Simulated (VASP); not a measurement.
# Ga2CN2: single point with PBE

The system is Ga2CN2, a slab with vacuum.

```
N Ga C
1.0
     3.21651    0.00000    0.00000
    -1.60825    2.78558    0.00000
     0.00000    0.00000   19.10010
N Ga C
2 2 1
Direct
  0.00000 0.00000 0.20942
  0.33333 0.66667 0.39791
  0.33333 0.66667 0.24380
  0.66667 0.33333 0.39522
  0.66667 0.83333 0.45800
```

| Item | Value |
| --- | --- |
| Program | VASP 6.6.1 |
| Task | single point |
| Functional | PBE |
| Potentials or basis | VASP PAW PBE potentials, release 64 (N, Ga_d, C) |
| Cutoff | 520 eV |
| k mesh | 9 × 9 × 1 |
| Occupations | gaussian, width 0.05 eV |
| Spin | collinear spin |
| Starting moments | [0.0, 0.0, 0.0, 0.0, 2.0] μB |
| Dipole correction | yes |
| Further INCAR settings | ALGO = Normal; EDIFF = 1e-06; NBANDS = 32 |

```
Largest force                                         : 2.945 eV/Å
Band gap on the k mesh                                : zero (filled and empty bands overlap)
Net moment                                            : 0.02 μB per cell
Valence electrons inside the program's atomic spheres : N 3.59, 3.81; Ga 11.68, 12.08; C 2.28
```

Forces on the atoms (eV/Å):
```
N   -0.039 -0.022  2.834
N    0.955  0.551  0.107
Ga   0.077  0.045 -2.944
Ga   0.464  0.268 -0.094
C   -1.457 -0.841  0.096
```

Levels at points of the mesh, in eV from the Fermi level:
Spin up:
| k point | band 17 | band 18 | band 19 | band 20 | band 21 | band 22 | band 23 | band 24 |
| --- | --- | --- | --- | --- | --- | --- | --- | --- |
| (0.00, 0.00, 0.00) | -3.46 | -0.82 | -0.60 | -0.60 | 0.63 | 0.81 | 2.89 | 5.06 |
Spin down:
```tsv
k point	band 18	band 19	band 20	band 21	band 22	band 23
(0.00, 0.00, 0.00)	-0.78	-0.60	-0.59	0.64	0.82	2.90
```

Run time: 47 min on 1 thread of Intel Xeon 8259CL, with other jobs on the host, peak memory 0.46 GiB.
